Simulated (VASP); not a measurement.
# Mg (Fd-3m) in VASP: further runs

Mg is run at these levels: RPBE; tasks: single point.

Program: VASP 6.6.1. These are calculated values, not measurements. Logs are shortened: lines on timing, memory, paths and dates and some standing lists are left out, and cuts for length are marked.

## (1) The cell of the first run

It takes space group Fd-3m (No. 227, cubic). Conventional cell: a = 6.680 Å, b = 6.680 Å, c = 6.680 Å, α = 90.00°, β = 90.00°, γ = 90.00°. Mg (site symmetry -43m) has 4 Mg at 2.89 Å within 3.8 Å.

## (2) Single point, RPBE (volume scaled by 0.88)

The input, INCAR:

```
SYSTEM = Mg
ALGO     = Normal         ! electronic algorithm
EDIFF    = 1E-6           ! SCF threshold, eV
ENCUT    = 520            ! plane-wave cutoff, eV
GGA      = RP             ! functional
ISIF     = 2              ! what is computed and relaxed
ISMEAR   = -1             ! smearing method
LASPH    = .True.         ! aspherical terms in the spheres
LCHARG   = .False.        ! write CHGCAR
LREAL    = .False.        ! projectors in reciprocal space
LWAVE    = .False.        ! write WAVECAR
NBANDS   = 9              ! bands
NELM     = 60             ! most SCF steps
PREC     = Accurate       ! precision mode
SIGMA    = 0.1            ! smearing width, eV
```

The input, KPOINTS:

```
k-points
0
Gamma
  9 9 9
  0 0 0
```

The input, POSCAR:

```
Mg
1.0
    0.0000000000      3.3397551608      3.3397551608
    3.3397551608      0.0000000000      3.3397551608
    3.3397551608      3.3397551608      0.0000000000
Mg
2
Direct
    0.1250000000      0.1250000000      0.1250000000
    0.8750000000      0.8750000000      0.8750000000
```

Potentials or basis: VASP PAW PBE potentials, release 64 (Mg).

The run is started by

```bash
> cat potpaw_PBE.64/Mg/POTCAR > POTCAR
> mpirun -np 1 vasp_std > vasp.out
```

OUTCAR:

```text
SYSTEM = Mg
   EDIFF = 1E-6
   ENCUT = 520
   GGA = RP
   ISIF = 2
   ISMEAR = -1
   LASPH = .True.
   LREAL = .False.
   NELM = 60
   PREC = Accurate

 ion  position               nearest neighbor table
   1  0.125  0.125  0.125-   2 2.89   2 2.89   2 2.89   2 2.89
   2  0.875  0.875  0.875-   1 2.89   1 2.89   1 2.89   1 2.89

  LATTYP: Found a face centered cubic cell.
 ALAT       =     6.6795103216

  Lattice vectors:

 A1 = (   0.0000000000,   3.3397551608,   3.3397551608)
 A2 = (   3.3397551608,   0.0000000000,   3.3397551608)
 A3 = (   3.3397551608,   3.3397551608,   0.0000000000)

Analysis of symmetry for initial positions (statically):
=====================================================================
 Subroutine PRICEL returns:
 Original cell was already a primitive cell.

 Routine SETGRP: Setting up the symmetry group for a
 face centered cubic supercell.

 Subroutine GETGRP returns: Found 48 space group operations
 (whereof 12 operations were pure point group operations)
 out of a pool of 48 trial point group operations.

The static configuration has the point symmetry D_3d.
 The point group associated with its full space group is O_h .

Analysis of symmetry for dynamics (positions and initial velocities):
=====================================================================
 Subroutine PRICEL returns:
 Original cell was already a primitive cell.

 Routine SETGRP: Setting up the symmetry group for a
 face centered cubic supercell.

 Subroutine GETGRP returns: Found 48 space group operations
 (whereof 12 operations were pure point group operations)
 out of a pool of 48 trial point group operations.

The dynamic configuration has the point symmetry D_3d.
 The point group associated with its full space group is O_h .

 Subroutine INISYM returns: Found 48 space group operations
 (whereof 12 operations are pure point group operations),
 and found     1 'primitive' translations

----------------------------------------------------------------------------------------

                                     Primitive cell

  volume of cell :      74.5030

  direct lattice vectors                    reciprocal lattice vectors
     0.000000000  3.339755161  3.339755161    -0.149711573  0.149711573  0.149711573
     3.339755161  0.000000000  3.339755161     0.149711573 -0.149711573  0.149711573
     3.339755161  3.339755161  0.000000000     0.149711573  0.149711573 -0.149711573

  length of vectors
     4.723127043  4.723127043  4.723127043     0.259308052  0.259308052  0.259308052

  position of ions in fractional coordinates (direct lattice)
     0.125000000  0.125000000  0.125000000
     0.875000000  0.875000000  0.875000000

  ion indices of the primitive-cell ions
   primitive index   ion index
                 1           1
                 2           2

----------------------------------------------------------------------------------------

 KPOINTS: k-points

Automatic generation of k-mesh.
 Grid dimensions read from file:
 generate k-points for:    9    9    9

 Generating k-lattice:

  Cartesian coordinates                     Fractional coordinates (reciprocal lattice)
    -0.016634619  0.016634619  0.016634619     0.111111111  0.000000000  0.000000000
     0.016634619 -0.016634619  0.016634619     0.000000000  0.111111111  0.000000000
     0.016634619  0.016634619 -0.016634619     0.000000000  0.000000000  0.111111111

  Length of vectors
     0.028812006  0.028812006  0.028812006

  Shift w.r.t. Gamma in fractional coordinates (k-lattice)
     0.000000000  0.000000000  0.000000000

 Subroutine IBZKPT returns following result:
 ===========================================

 Found     35 irreducible k-points:

 Following reciprocal coordinates:
            Coordinates               Weight
  0.000000  0.000000  0.000000      1.000000
  0.111111  0.000000  0.000000      8.000000
  0.222222  0.000000  0.000000      8.000000
  0.333333  0.000000  0.000000      8.000000
  0.444444  0.000000  0.000000      8.000000
  0.111111  0.111111  0.000000      6.000000
[... 16 lines left out ...]
 -0.333333  0.333333  0.000000     12.000000
  0.444444  0.444444  0.000000      6.000000
 [... further k-points ...]
   k-points           NKPTS =     35   k-points in BZ     NKDIM =     35   number of bands    NBANDS=      9
   number of dos      NEDOS =    301   number of ions     NIONS =      2
   total plane-waves  NPLWV =  46656
   dimension x,y,z NGX =    36 NGY =   36 NGZ =   36
   dimension x,y,z NGXF=    72 NGYF=   72 NGZF=   72
   ions per type =               2
   NGX,Y,Z   is equivalent  to a cutoff of  12.67, 12.67, 12.67 a.u.
   NGXF,Y,Z  is equivalent  to a cutoff of  25.34, 25.34, 25.34 a.u.
 SYSTEM =  Mg
   PREC   = accura    normal or accurate (medium, high low for compatibility)
   ISTART =      0    job   : 0-new  1-cont  2-samecut
   ICHARG =      2    charge: 1-file 2-atom 10-const
   ISPIN  =      1    spin polarized calculation?
   LNONCOLLINEAR =      F non collinear calculations
   LSORBIT =      F    spin-orbit coupling
   LASPH  =      T    aspherical Exc in radial PAW
   ENCUT  =  520.0 eV  38.22 Ry    6.18 a.u.   8.78  8.78  8.78*2*pi/ulx,y,z
   NELM   =     60;   NELMIN=  2; NELMDL= -5     # of ELM steps
   EDIFF  = 0.1E-05   stopping-criterion for ELM
   LREAL  =      F    real-space projection
   EDIFFG = 0.1E-04   stopping-criterion for IOM
   NSW    =      0    number of steps for IOM
   IBRION =     -1    ionic relax: 0-MD 1-quasi-New 2-CG
   NFREE  =      0    steps in history (QN), initial steepest desc. (CG)
   ISIF   =      2    stress and relaxation
   ISYM   =      2    0-nonsym 1-usesym 2-fastsym
   POTIM  = 0.5000    time-step for ionic-motion
   TEBEG  =    0.0;   TEEND  =   0.0 temperature during run
   PSTRESS=    0.0 pullay stress
   NELECT =       4.0000    total number of electrons
   NUPDOWN=      -1.0000    fix difference up-down
   EMIN   =  10.00;   EMAX   =-10.00  energy-range for DOS
   EFERMI =   0.00;   METHOD = LEGACY
   ISMEAR =    -1;   SIGMA  =   0.10  broadening in eV -4-tet -1-fermi 0-gaus
   EFERMI_NEDOS =   21; number of points for ismear=-14 and -15
   IALGO  =     38    algorithm
   IMIX   =      4    mixing-type and parameters
     AMIX     =   0.40;   BMIX     =  1.00
     AMIX_MAG =   1.60;   BMIX_MAG =  1.00
  volume/ion in A,a.u.               =      37.25       251.39
  Fermi-wavevector in a.u.,A,eV,Ry     =   0.617595  1.167085  5.189577  0.381423
  Thomas-Fermi vector in A             =   1.675736
   LORBIT       =      0    0 simple, 1 ext, 2 COOP (PROOUT), +10 PAW based schemes
   GGA     = RP    functional components
   LHFCALC =     F    Hartree Fock is set to
   AEXX    =    0.0000 exact exchange contribution
   IVDW    =     0    specifies the selected vdW correction
   LEPSILON=     F    determine dielectric tensor
   LRPA    =     F    only Hartree local field effects (RPA)
 non-spin polarized calculation
  energy-cutoff  :      520.00
  volume of cell :       74.50
 maximum number of plane-waves:      2020
   NGX = 17   NGY = 17   NGZ = 17

 number of electron       4.0000000 magnetization

 Free energy of the ion-electron system (eV)
  ---------------------------------------------------
  ext. energy  EPLUGINS =         0.00000000
  ---------------------------------------------------
  free energy    TOTEN  =        -1.14250546 eV

  energy without entropy =       -1.10455531  energy(sigma->0) =       -1.12353038

 E-fermi :   0.4279     XC(G=0):  -6.8269

 val. band max:        0.3543147360   @ k =  -0.2222   0.2222   0.0000
 cond. band min:       0.5170978509   @ k =   0.3333   0.3333   0.0000
 fundamental gap:      0.1627831149
 Fermi energy:         0.4279451401

 k-point     1 :       0.0000    0.0000    0.0000
  band No.  band energies     occupation
      1      -4.7161      2.00000
      2       3.8238      0.00000
      3       3.8238      0.00000
      4       3.8238      0.00000
      5       4.8665      0.00000
      6       4.8665      0.00000
      7       4.8665      0.00000
      8       6.9150      0.00000
      9       7.6191      0.00000

 k-point     2 :       0.1111    0.0000    0.0000
  band No.  band energies     occupation
      1      -4.5977      2.00000
      2       2.7374      0.00000
      3       3.5829      0.00000
      4       3.5829      0.00000
      5       5.0906      0.00000
      6       5.2026      0.00000
      7       5.2026      0.00000
      8       7.3192      0.00000
      9       7.3198      0.00000

 k-point     3 :       0.2222    0.0000    0.0000
  band No.  band energies     occupation
      1      -4.2461      2.00000
      2       1.1864      0.00102
      3       3.2501      0.00000
      4       3.2501      0.00000
      5       4.9365      0.00000
      6       5.4799      0.00000
      7       5.4799      0.00000
      8       7.1843      0.00000
      9       7.1843      0.00000

 k-point     4 :       0.3333    0.0000    0.0000
  band No.  band energies     occupation
      1      -3.6796      2.00000
      2      -0.2404      1.99750
      3       3.0286      0.00000
      4       3.0286      0.00000
      5       4.7502      0.00000
      6       5.1978      0.00000
      7       5.1978      0.00000
      8       7.3545      0.00000
      9       8.0757      0.00000
[... 205 lines left out ...]
 k-point    22 :      -0.4444    0.3333    0.0000
  band No.  band energies     occupation
      1      -2.0734      2.00000
      2      -0.9997      2.00000
      3       0.1947      1.82304
      4       1.7507      0.00000
      5       3.2942      0.00000
      6       5.3102      0.00000
      7       7.9480      0.00000
      8       8.5813      0.00000
      9       9.3221      0.00000

 k-point    23 :      -0.3333    0.3333    0.0000
  band No.  band energies     occupation
      1      -2.1635      2.00000
      2      -0.9030      2.00000
      3      -0.1178      1.99150
      4       2.0440      0.00000
      5       3.6207      0.00000
      6       6.7729      0.00000
      7       7.6190      0.00000
      8       7.7149      0.00000
      9       8.3541      0.00000

 k-point    24 :       0.4444    0.4444    0.0000
  band No.  band energies     occupation
      1      -2.2502      2.00000
      2      -0.9447      2.00000
      3       1.4816      0.00005
      4       1.4816      0.00005
      5       2.9211      0.00000
      6       3.0577      0.00000
      7       9.9212      0.00000
      8       9.9212      0.00000
      9      10.3647      0.00000

 [... further k-points ...]

------------------------ aborting loop because EDIFF is reached ----------------------------------------

  FORCE on cell =-STRESS in cart. coord.  units (eV):
  Direction    XX          YY          ZZ          XY          YZ          ZX
  --------------------------------------------------------------------------------------
  -------------------------------------------------------------------------------------
  Total        0.7305992      0.7305992      0.7305992     -0.0000000     -0.0000000     -0.0000000
  in kB       15.7114355     15.7114355     15.7114355     -0.0000000     -0.0000000     -0.0000000
  external PRESSURE =      15.7114355 kB  Pullay stress =       0.0000000 kB

 VOLUME and BASIS-vectors are now :
 -----------------------------------------------------------------------------
  energy-cutoff  :      520.00
  volume of cell :       74.50
      direct lattice vectors                 reciprocal lattice vectors
     0.000000000  3.339755161  3.339755161    -0.149711573  0.149711573  0.149711573
     3.339755161  0.000000000  3.339755161     0.149711573 -0.149711573  0.149711573
     3.339755161  3.339755161  0.000000000     0.149711573  0.149711573 -0.149711573

 POSITION                                       TOTAL-FORCE (eV/Angst)
 -----------------------------------------------------------------------------------
      0.83494      0.83494      0.83494         0.000000      0.000000      0.000000
      5.84457      5.84457      5.84457        -0.000000     -0.000000     -0.000000
 -----------------------------------------------------------------------------------
    total drift:                               -0.000000      0.000000      0.000000

  FREE ENERGIE OF THE ION-ELECTRON SYSTEM (eV)
  ---------------------------------------------------
  free  energy   TOTEN  =        -1.1425054599 eV

  energy  without entropy=       -1.1045553071  energy(sigma->0) =       -1.12353038
```

Run time: 8.2 s. Hardware: 1 thread of Intel Xeon 6975P-C (Granite Rapids), shared host; peak memory 0.2 GiB.

What came out:

```
Free energy            : -1.1425 eV
Pressure               : 1.6 GPa
Band gap on the k mesh : zero (band 2 reaches 3.82 eV, above the bottom of band 3 at -0.12 eV)
```

Levels at points of the mesh, in eV from the Fermi level:
| k point | band 1 | band 2 | band 3 | band 4 | band 5 |
| --- | --- | --- | --- | --- | --- |
| (0.00, 0.00, 0.00) | -5.14 | 3.40 | 3.40 | 3.40 | 4.44 |

Caveat: the PAW data sets were made with another functional, which shifts forces and pressure a little.

(Continued in part 2 of 2.)
